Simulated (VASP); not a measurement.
Write the native input for VASP 6.6.1 that does the following.

| Property | Result |
| --- | --- |
| Task | single point |
| Functional | LDA |
| Potentials or basis | VASP PAW LDA potentials, release 64 (Hf_pv, O) |
| Cutoff | 520 eV |
| k mesh | 7 × 7 × 7 |
| Occupations | gaussian, width 0.01 eV |
| Spin | no spin polarisation |
| Dipole correction | no |
| Further INCAR settings | ALGO = Normal; EDIFF = 1e-06; NBANDS = 18 |

The structure of HfO2 lies in POSCAR:

```
HfO2
1.0
    0.0000000000      2.5005583757      2.5005583757
    2.5005583757      0.0000000000      2.5005583757
    2.5005583757      2.5005583757      0.0000000000
Hf O
1 2
Direct
    0.0000000000      0.0000000000      0.0000000000
    0.2500000000      0.2500000000      0.2500000000
    0.7500000000      0.7500000000      0.7500000000
```

These files were run (other wordings do the same):

INCAR

```
ALGO     = Normal         # electronic algorithm
EDIFF    = 1E-6           # SCF threshold, eV
ENCUT    = 520            # plane-wave cutoff, eV
ISIF     = 2              # what is computed and relaxed
ISMEAR   = 0              # smearing method
LASPH    = T              # aspherical terms in the spheres
LCHARG   = F              # write CHGCAR
LREAL    = F              # projectors in reciprocal space
LWAVE    = F              # write WAVECAR
NBANDS   = 18             # bands
NELM     = 100            # most SCF steps
PREC     = Accurate       # precision mode
SIGMA    = 0.01           # smearing width, eV
```

KPOINTS

```
k-points
0
Gamma
  7 7 7
```

Potentials or basis: VASP PAW LDA potentials, release 64 (Hf_pv, O).

Command:

```bash
$ cat potpaw_LDA.64/Hf_pv/POTCAR potpaw_LDA.64/O/POTCAR > POTCAR
$ mpirun -np 1 vasp_std > vasp.out
```

Results of the run:

```
Pressure               : -3.2 GPa
Band gap on the k mesh : 3.87 eV (least direct gap 4.09 eV)
```

Caveat: the cell stands under tension; spin-orbit coupling is left out, which moves the levels of the heavy elements; an odd mesh through Γ misses points on the zone boundary, where band edges can lie.

Wall time 8.4 s on 1 thread of Intel(R) Xeon(R) Platinum 8259CL CPU @ 2.50GHz (Skylake/Cascade Lake), on a shared host, peak memory 0.14 GiB.
